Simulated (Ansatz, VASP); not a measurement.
Co: VASP beside Ansatz

```
Co
1.0
     2.47153    0.00000    0.00000
    -1.23577    2.14041    0.00000
     0.00000    0.00000    8.08249
Co
4
Direct
  0.00000 0.00000 0.00000
  0.00000 0.00000 0.50000
  0.33333 0.66667 0.25000
  0.66667 0.33333 0.75000
```

Alike in both runs: functional r2SCAN; k mesh 14 × 14 × 4; occupations fermi-dirac, width 0.05 eV; collinear spin.

Ansatz relaxed the structure, and its values are those at the end. VASP's run is a single point on that final structure, the one shown.

```csv
,VASP,Ansatz
version,VASP 6.6.1,Ansatz 0.2.0
potentials or method,"VASP PAW PBE potentials, release 64 (Co), cutoff 520 eV","plane waves (500 eV) with PAW, scalar-relativistic"
valence electrons in the cell,36,68
```

```csv
,VASP,Ansatz,Ansatz less VASP
pressure (GPa),0.0,0.0,-0.05
net moment per atom (μB),1.78,1.79,+0.004
size of the moment on the site where the two differ most (μB),1.85,1.93,+0.074
```

VASP's potentials were made for PBE, not for r2SCAN. Site moments also hang on the region over which each program counts them. The functional is the same, so the differences come from potentials, cutoffs and numerics. VASP's potentials hold 36 valence electrons a cell and Ansatz's 68, so a difference there can come from the potentials and not from the codes.
